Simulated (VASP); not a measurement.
Runs of VASP 6.6.1 on C2SO2. The cells are those of the table. 

```csv
task,cell,cutoff (eV),gap on the mesh (eV),pressure (GPa),largest force (eV/Å)
relaxation of the atoms,"atoms relaxed from a = 7.507 Å, 15 atoms",520,(c),-0.2,0.28
single point,"a = 6.383 Å, 15 atoms",520,2.83,5.1,(d)
single point,"a = 7.507 Å, 15 atoms",520,4.18,(b),3.71
single point,"a = 5.751 Å, 15 atoms",520,2.14,22.7,(a)
single point,"a = 5.681 Å, 15 atoms",520,2.05,13.1,5.19
```

Alike in all rows: level LDA; potentials or basis VASP PAW LDA potentials, release 64 (O, C, S); no spin polarisation; k mesh 1 × 1 × 1; smearing fermi-dirac 0.02 eV.

Question: Fill in the values left out.

Answer: (a) 8.43; (b) -0.8; (c) 4.39; (d) 9.12.

Caveats: all runs use coarse meshes; the relaxation stopped at a loose force limit of 0.3 eV/Å, so its end isn't a converged minimum (some runs).

A k mesh can miss the band edges.
